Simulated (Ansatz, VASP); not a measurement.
# Two plane-wave programs on Si

INCAR

```
SYSTEM = Si
PREC = Accurate ; ENCUT = 520
EDIFF = 1E-7 ; ISMEAR = 0
SIGMA = 0.05 ; LREAL = .False.
LASPH = .True. ; NELM = 100
ALGO = Normal ; ISIF = 2
LWAVE = .False. ; LCHARG = .False.
GGA = PE ; NBANDS = 16
```

The input KPOINTS:

```
Automatic mesh
0
Gamma
  10 10 10
  0 0 0
```

File POSCAR:

```
Si
1.0
   -3.0277528113      3.0277528113      1.9304179815
    3.0277528113     -3.0277528113      1.9304179815
    2.9106573987      2.9106573987     -1.9304179815
Si
4
Direct
    0.1786105079      0.1786105079      0.3572210158
    0.8213894921      0.8213894921      0.6427789842
    0.1786105079      0.8213894921      0.0000000000
    0.8213894921      0.1786105079      0.0000000000
```

Input for Ansatz:

```yaml
crystal:
  lattice:
    - [-3.0277528113, 3.0277528113, 1.9304179815]
    - [3.0277528113, -3.0277528113, 1.9304179815]
    - [2.9106573987, 2.9106573987, -1.9304179815]
  atoms:
    - { symbol: Si, position: [0.1786105079, 0.1786105079, 0.3572210158] }
    - { symbol: Si, position: [0.8213894921, 0.8213894921, 0.6427789842] }
    - { symbol: Si, position: [0.1786105079, 0.8213894921, 0.0] }
    - { symbol: Si, position: [0.8213894921, 0.1786105079, 0.0] }
basis:
  ecutwfc: 420
kpoints:
  mp_grid: { grid: [10, 10, 10] }
hamiltonian:
  xc: pbe
  pseudopotentials: { kind: paw, azcp: { folder: soft_1 } }
scf:
  occupations: { method: gaussian, width: 0.05 }
output:
  forces: true
  stress: true
  eigenvalues: true
```

Change from the starting cell: engineering shear strain xy -0.0350, equal normal strain along x and y -0.1125.

Alike in both runs: task single point; functional PBE; k mesh 10 × 10 × 10; occupations gaussian, width 0.05 eV; no spin polarisation.

|  | VASP | Ansatz |
| --- | --- | --- |
| version | VASP 6.6.1 | Ansatz 0.2.0 |
| potentials or method | VASP PAW PBE potentials, release 64 (Si), cutoff 520 eV | scalar-relativistic, plane waves, PAW |
| valence electrons in the cell | 16 | 16 |

Ansatz gave:

- gap on the k mesh at the Fermi level (eV): none
- pressure (GPa): 32.5
- traceless stress, the component that is largest in VASP (GPa): -20.99
- rms of the force components (eV/Å): 2.069

Q: What did VASP give for the same quantities?

A: gap on the k mesh at the Fermi level (eV): none; pressure (GPa): 32.4; traceless stress, the component that is largest in VASP (GPa): -20.92; rms of the force components (eV/Å): 2.058.

Atom by atom the forces differ by 0.011 eV/Å (rms over components). A gap of «none» marks a metal or a gap that the smearing closes. Both programs put the cell under a high pressure, so it lies far from rest at this level.
